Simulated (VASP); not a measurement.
Write the native input for VASP 6.6.1 that does the following.

```
Task                   : single point
Functional             : PBE
Potentials or basis    : VASP PAW PBE potentials, release 64 (Mn_pv, Al, C, N)
Cutoff                 : 520 eV
k mesh                 : 4 × 4 × 4
Occupations            : gaussian, width 0.1 eV
Spin                   : collinear spin, ferromagnetic start
Starting moments       : [4.0, 0.0, 0.0, 0.0, 0.0, 0.0, 0.0, 0.0, 0.0, 0.0] μB
Dipole correction      : no
Further INCAR settings : ALGO = Normal; EDIFF = 1e-06; NBANDS = 41
```

The structure of MnAlC4N4 lies in POSCAR:

```
MnAlC4N4
1.0
    7.1793926372      0.0000000000      0.0000000000
    0.0000000000      7.1793926372      0.0000000000
    0.0000000000      0.0000000000      3.5167276719
Mn Al C N
1 1 4 4
Direct
    0.5000000000      0.5000000000      0.0000000000
    0.0000000000      0.0000000000      0.0000000000
    0.1970006973      0.8029993027      0.0000000000
    0.8029993027      0.1970006973      0.0000000000
    0.1970006973      0.1970006973      0.0000000000
    0.8029993027      0.8029993027      0.0000000000
    0.3124163888      0.6875836112      0.0000000000
    0.6875836112      0.3124163888      0.0000000000
    0.3124163888      0.3124163888      0.0000000000
    0.6875836112      0.6875836112      0.0000000000
```

The input as run:

INCAR

```
ALGO = Normal
EDIFF = 1E-6
ENCUT = 520
GGA = PE
ISIF = 2
ISMEAR = 0
ISPIN = 2
LASPH = True
LCHARG = False
LMAXMIX = 4
LORBIT = 11
LREAL = False
LWAVE = False
MAGMOM = 4 0 0 0 0 0 0 0 0 0
NBANDS = 41
NELM = 150
PREC = Accurate
SIGMA = 0.1
```

KPOINTS

```
k-points
0
Gamma
  4 4 4
```

Potentials or basis: VASP PAW PBE potentials, release 64 (Mn_pv, Al, C, N).

Run with:

```console
$ cat potpaw_PBE.64/Mn_pv/POTCAR potpaw_PBE.64/Al/POTCAR potpaw_PBE.64/C/POTCAR potpaw_PBE.64/N/POTCAR > POTCAR
$ mpirun -np 1 vasp_std > vasp.out
```

It gave:

```
Pressure                                              : 0.2 GPa
Largest force                                         : 0.362 eV/Å
Net moment                                            : 2.54 μB per cell
Site moments                                          : Mn +2.63; Al -0.03; C +0.02; N -0.04 μB
Valence electrons inside the program's atomic spheres : Mn 11.72; Al 0.74; C 2.60; N 3.90
```

Caveat: the k points lie up to 0.45 Å⁻¹ apart; a cell with one magnetic atom can't hold antiferromagnetic order, which such compounds often take.

It took 3.6 min on 1 thread of Intel(R) Xeon(R) Platinum 8488C (Sapphire Rapids), on a shared host, peak memory 0.44 GiB.
